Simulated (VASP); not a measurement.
# GaCo (P6/mmm) in VASP: single point with PBE

Aim: the single point of GaCo with PBE.

Program: VASP 6.6.1. These are calculated values, not measurements. Logs are shortened: lines on timing, memory, paths and dates and some standing lists are left out, and cuts for length are marked.

## Step 1: The cell of the first run

The structure is hexagonal, space group P6/mmm (No. 191). Conventional cell: a = 2.647 Å, b = 2.647 Å, c = 4.823 Å, α = 90.00°, β = 90.00°, γ = 120.00°. Ga (site symmetry 6/mmm) has 2 Co at 2.41 Å and 6 Ga at 2.65 Å within 3.2 Å. Within 3.2 Å of Co (site symmetry 6/mmm) lie 2 Ga at 2.41 Å and 6 Co at 2.65 Å.

The cell was generated, and may not be a known phase.

## Step 2: Single point, PBE, collinear spin, ferromagnetic start

INCAR

```
PREC = Accurate ; ENCUT = 520
EDIFF = 1E-6 ; ISMEAR = 0
SIGMA = 0.1 ; LREAL = False
LASPH = True ; NELM = 150
ALGO = Fast ; ISIF = 2
LWAVE = False ; LCHARG = False
ISPIN = 2 ; MAGMOM = 0 1.43
LORBIT = 11 ; LMAXMIX = 4
GGA = PE ; NBANDS = 22
```

KPOINTS

```
regular mesh
0
Gamma
  24 24 12
```

POSCAR

```
GaCo
1.0
    2.6473097952      0.0000000000      0.0000000000
   -1.3236548976      2.2926375343      0.0000000000
    0.0000000000      0.0000000000      4.8232382979
Ga Co
1 1
Direct
    0.0000000000      0.0000000000      0.0000000000
    0.0000000000      0.0000000000      0.5000000000
```

Potentials or basis: VASP PAW PBE potentials, release 64 (Ga_d, Co).

Run with:

```sh
$ cat potpaw_PBE.64/Ga_d/POTCAR potpaw_PBE.64/Co/POTCAR > POTCAR
$ mpirun -np 1 vasp_std > vasp.out
```

OUTCAR:

```text
PREC = Accurate
   ENCUT = 520
   EDIFF = 1E-6
   ISMEAR = 0
   LREAL = False
   LASPH = True
   NELM = 150
   ISIF = 2
   ISPIN = 2
   LORBIT = 11
   GGA = PE

 ion  position               nearest neighbor table
   1  0.000  0.000  0.000-   2 2.41   2 2.41
   2  0.000  0.000  0.500-   1 2.41   1 2.41

  LATTYP: Found a hexagonal cell.
 ALAT       =     2.6473097952
 C/A-ratio  =     1.8219395050

  Lattice vectors:

 A1 = (   2.6473097952,   0.0000000000,   0.0000000000)
 A2 = (  -1.3236548976,   2.2926375343,   0.0000000000)
 A3 = (   0.0000000000,   0.0000000000,   4.8232382979)

Analysis of symmetry for initial positions (statically):
=====================================================================
 Subroutine PRICEL returns:
 Original cell was already a primitive cell.

 Routine SETGRP: Setting up the symmetry group for a
 hexagonal supercell.

 Subroutine GETGRP returns: Found 24 space group operations
 (whereof 24 operations were pure point group operations)
 out of a pool of 24 trial point group operations.

The static configuration has the point symmetry D_6h.

Analysis of symmetry for dynamics (positions and initial velocities):
=====================================================================
 Subroutine PRICEL returns:
 Original cell was already a primitive cell.

 Routine SETGRP: Setting up the symmetry group for a
 hexagonal supercell.

 Subroutine GETGRP returns: Found 24 space group operations
 (whereof 24 operations were pure point group operations)
 out of a pool of 24 trial point group operations.

The dynamic configuration has the point symmetry D_6h.

Analysis of structural, dynamic, and magnetic symmetry:
=====================================================================
 Subroutine PRICEL returns:
 Original cell was already a primitive cell.

 Routine SETGRP: Setting up the symmetry group for a
 hexagonal supercell.

 Subroutine GETGRP returns: Found 24 space group operations
 (whereof 24 operations were pure point group operations)
 out of a pool of 24 trial point group operations.

The overall configuration has the point symmetry D_6h.

 Subroutine INISYM returns: Found 24 space group operations
 (whereof 24 operations are pure point group operations),
 and found     1 'primitive' translations

----------------------------------------------------------------------------------------

                                     Primitive cell

  volume of cell :      29.2738

  direct lattice vectors                    reciprocal lattice vectors
     2.647309795  0.000000000  0.000000000     0.377741963  0.218089424  0.000000000
    -1.323654898  2.292637534  0.000000000     0.000000000  0.436178849  0.000000000
     0.000000000  0.000000000  4.823238298     0.000000000  0.000000000  0.207329586

  length of vectors
     2.647309795  2.647309795  4.823238298     0.436178849  0.436178849  0.207329586

  position of ions in fractional coordinates (direct lattice)
     0.000000000  0.000000000  0.000000000
     0.000000000  0.000000000  0.500000000

  ion indices of the primitive-cell ions
   primitive index   ion index
                 1           1
                 2           2

----------------------------------------------------------------------------------------

 KPOINTS: regular mesh

Automatic generation of k-mesh.
 Grid dimensions read from file:
 generate k-points for:   24   24   12

 Generating k-lattice:

  Cartesian coordinates                     Fractional coordinates (reciprocal lattice)
     0.015739248  0.009087059  0.000000000     0.041666667  0.000000000  0.000000000
     0.000000000  0.018174119  0.000000000     0.000000000  0.041666667  0.000000000
     0.000000000  0.000000000  0.017277466     0.000000000  0.000000000  0.083333333

  Length of vectors
     0.018174119  0.018174119  0.017277466

  Shift w.r.t. Gamma in fractional coordinates (k-lattice)
     0.000000000  0.000000000  0.000000000

 Subroutine IBZKPT returns following result:
 ===========================================

 Found    427 irreducible k-points:

 Following reciprocal coordinates:
            Coordinates               Weight
  0.000000  0.000000  0.000000      1.000000
  0.041667 -0.000000  0.000000      6.000000
  0.083333 -0.000000  0.000000      6.000000
  0.125000 -0.000000  0.000000      6.000000
  0.166667 -0.000000  0.000000      6.000000
  0.208333 -0.000000  0.000000      6.000000
[... 16 lines left out ...]
  0.416667  0.041667  0.000000     12.000000
  0.458333  0.041667  0.000000     12.000000
 [... further k-points ...]
   k-points           NKPTS =    427   k-points in BZ     NKDIM =    427   number of bands    NBANDS=     22
   number of dos      NEDOS =    301   number of ions     NIONS =      2
   total plane-waves  NPLWV =  14400
   dimension x,y,z NGX =    20 NGY =   20 NGZ =   36
   dimension x,y,z NGXF=    40 NGYF=   40 NGZF=   72
   ions per type =               1   1
   NGX,Y,Z   is equivalent  to a cutoff of  12.56, 12.56, 12.41 a.u.
   NGXF,Y,Z  is equivalent  to a cutoff of  25.12, 25.12, 24.82 a.u.
 SYSTEM =  unknown system
   PREC   = accura    normal or accurate (medium, high low for compatibility)
   ISTART =      0    job   : 0-new  1-cont  2-samecut
   ICHARG =      2    charge: 1-file 2-atom 10-const
   ISPIN  =      2    spin polarized calculation?
   LNONCOLLINEAR =      F non collinear calculations
   LSORBIT =      F    spin-orbit coupling
   LASPH  =      T    aspherical Exc in radial PAW
   ENCUT  =  520.0 eV  38.22 Ry    6.18 a.u.   4.92  4.92  8.97*2*pi/ulx,y,z
   NELM   =    150;   NELMIN=  2; NELMDL= -5     # of ELM steps
   EDIFF  = 0.1E-05   stopping-criterion for ELM
   LREAL  =      F    real-space projection
   EDIFFG = 0.1E-04   stopping-criterion for IOM
   NSW    =      0    number of steps for IOM
   IBRION =     -1    ionic relax: 0-MD 1-quasi-New 2-CG
   NFREE  =      0    steps in history (QN), initial steepest desc. (CG)
   ISIF   =      2    stress and relaxation
   ISYM   =      2    0-nonsym 1-usesym 2-fastsym
   POTIM  = 0.5000    time-step for ionic-motion
   TEBEG  =    0.0;   TEEND  =   0.0 temperature during run
   PSTRESS=    0.0 pullay stress
   NELECT =      22.0000    total number of electrons
   NUPDOWN=      -1.0000    fix difference up-down
   EMIN   =  10.00;   EMAX   =-10.00  energy-range for DOS
   EFERMI =   0.00;   METHOD = LEGACY
   ISMEAR =     0;   SIGMA  =   0.10  broadening in eV -4-tet -1-fermi 0-gaus
   EFERMI_NEDOS =   21; number of points for ismear=-14 and -15
   IALGO  =     68    algorithm
   IMIX   =      4    mixing-type and parameters
     AMIX     =   0.40;   BMIX     =  1.00
     AMIX_MAG =   1.60;   BMIX_MAG =  1.00
  volume/ion in A,a.u.               =      14.64        98.77
  Fermi-wavevector in a.u.,A,eV,Ry     =   1.488411  2.812688 30.141887  2.215366
  Thomas-Fermi vector in A             =   2.601449
   LORBIT       =     11    0 simple, 1 ext, 2 COOP (PROOUT), +10 PAW based schemes
   GGA     = PE    functional components
   LHFCALC =     F    Hartree Fock is set to
   AEXX    =    0.0000 exact exchange contribution
   IVDW    =     0    specifies the selected vdW correction
   LEPSILON=     F    determine dielectric tensor
   LRPA    =     F    only Hartree local field effects (RPA)
 spin polarized calculation
 RMM-DIIS sequential band-by-band and
 Gauss-broadening in eV      SIGMA  =   0.10
  energy-cutoff  :      520.00
  volume of cell :       29.27
 maximum number of plane-waves:       807
 NGX is ok and might be reduce to    20
   NGX =  9   NGY =  9   NGZ = 17

 number of electron      22.0000003 magnetization       1.3812554

 Free energy of the ion-electron system (eV)
  ---------------------------------------------------
  ext. energy  EPLUGINS =         0.00000000
  ---------------------------------------------------
  free energy    TOTEN  =        -8.99264359 eV

  energy without entropy =       -8.97725652  energy(sigma->0) =       -8.98495006

 E-fermi :   7.3781     XC(G=0): -11.9952

 val. band max:        7.3759936325   @ k =   0.3750   0.0417   0.3333
 cond. band min:       7.3791242464   @ k =   0.1250   0.0417   0.2500
 fundamental gap:      0.0031306139
 Fermi energy:         7.3780764772

 spin component 1

 k-point     1 :       0.0000    0.0000    0.0000
  band No.  band energies     occupation
      1      -8.0155      1.00000
      2      -7.8522      1.00000
      3      -7.8522      1.00000
      4      -7.4921      1.00000
      5      -7.4921      1.00000
      6      -3.8743      1.00000
[... 14 lines left out ...]
     21      30.8339      0.00000
     22      30.9026      0.00000
[... 552 lines left out ...]
  band No.  band energies     occupation
      1      -8.1348      1.00000
      2      -7.8281      1.00000
      3      -7.5793      1.00000
      4      -7.5630      1.00000
      5      -7.4007      1.00000
      6       2.5377      1.00000
[... 14 lines left out ...]
     21      28.3885      0.00000
     22      29.8248      0.00000

 [... further k-points ...]

 spin component 2

 k-point     1 :       0.0000    0.0000    0.0000
  band No.  band energies     occupation
      1      -8.0135      1.00000
      2      -7.8495      1.00000
      3      -7.8494      1.00000
      4      -7.5006      1.00000
      5      -7.5006      1.00000
      6      -3.8786      1.00000
[... 14 lines left out ...]
     21      30.7774      0.00000
     22      30.8607      0.00000
[... 552 lines left out ...]
  band No.  band energies     occupation
      1      -8.1300      1.00000
      2      -7.8380      1.00000
      3      -7.5841      1.00000
      4      -7.5717      1.00000
      5      -7.3995      1.00000
      6       2.6807      1.00000
[... 14 lines left out ...]
     21      28.3822      0.00000
     22      29.7617      0.00000

 [... further k-points ...]

------------------------ aborting loop because EDIFF is reached ----------------------------------------

  FORCE on cell =-STRESS in cart. coord.  units (eV):
  Direction    XX          YY          ZZ          XY          YZ          ZX
  --------------------------------------------------------------------------------------
  -------------------------------------------------------------------------------------
  Total        0.0247084      0.0247084     -0.0214730      0.0000000     -0.0000000      0.0000000
  in kB        1.3523107      1.3523107     -1.1752343      0.0000000     -0.0000000      0.0000000
  external PRESSURE =       0.5097957 kB  Pullay stress =       0.0000000 kB

 VOLUME and BASIS-vectors are now :
 -----------------------------------------------------------------------------
  energy-cutoff  :      520.00
  volume of cell :       29.27
      direct lattice vectors                 reciprocal lattice vectors
     2.647309795  0.000000000  0.000000000     0.377741963  0.218089424  0.000000000
    -1.323654898  2.292637534  0.000000000     0.000000000  0.436178849  0.000000000
     0.000000000  0.000000000  4.823238298     0.000000000  0.000000000  0.207329586

 POSITION                                       TOTAL-FORCE (eV/Angst)
 -----------------------------------------------------------------------------------
      0.00000      0.00000      0.00000         0.000000      0.000000      0.000000
      0.00000      0.00000      2.41162         0.000000      0.000000      0.000000
 -----------------------------------------------------------------------------------
    total drift:                               -0.000000      0.000000      0.000000

  FREE ENERGIE OF THE ION-ELECTRON SYSTEM (eV)
  ---------------------------------------------------
  free  energy   TOTEN  =        -8.9926435891 eV

  energy  without entropy=       -8.9772565212  energy(sigma->0) =       -8.98495006

 total charge

# of ion       s       p       d       tot
------------------------------------------
    1        1.007   0.725   9.995  11.727
    2        0.417   0.333   7.280   8.030
--------------------------------------------------
tot          1.424   1.058  17.276  19.758

 magnetization (x)

# of ion       s       p       d       tot
------------------------------------------
    1       -0.010   0.001  -0.003  -0.012
    2       -0.004  -0.018   1.458   1.437
--------------------------------------------------
tot         -0.013  -0.017   1.455   1.425
```

It took 15 min on 1 thread of Intel Xeon 8259CL, shared host; peak memory 0.5 GiB.

What came out:

- Free energy: -8.9926 eV
- Pressure: 0.1 GPa
- Net moment: 1.38 μB per cell
- Site moments: Ga -0.01; Co +1.44 μB
- Valence electrons inside the program's atomic spheres: Ga 11.73; Co 8.03

Levels at points of the mesh, in eV from the Fermi level:
Spin up:
| k point | band 10 | band 11 | band 12 | band 13 | band 14 | band 15 |
| --- | --- | --- | --- | --- | --- | --- |
| (0.00, 0.00, 0.00) | -2.02 | -1.28 | -1.28 | -0.33 | 15.11 | 15.53 |
| (0.50, 0.00, 0.00) | -1.54 | -0.64 | 0.07 | 2.47 | 3.31 | 7.55 |
| (0.00, 0.00, 0.50) | -2.02 | -1.30 | -1.30 | 5.68 | 6.58 | 16.18 |
| (0.50, 0.00, 0.50) | -1.59 | -1.19 | -0.64 | 0.88 | 2.83 | 9.84 |
Spin down:
```csv
k point,band 6,band 7,band 8,band 9,band 10,band 11,band 12,band 13,band 14,band 15
"(0.00, 0.00, 0.00)",-11.26,-3.87,-3.58,-0.56,-0.56,0.34,0.34,0.44,15.16,15.54
"(0.50, 0.00, 0.00)",-4.39,-3.87,-2.11,-1.71,0.03,0.99,1.09,2.45,3.35,8.05
"(0.00, 0.00, 0.50)",-10.67,-6.87,-2.42,-0.56,-0.56,0.31,0.31,5.72,6.92,16.20
"(0.50, 0.00, 0.50)",-4.19,-3.19,-2.62,-1.57,-0.11,-0.04,0.84,0.99,3.57,9.89
```
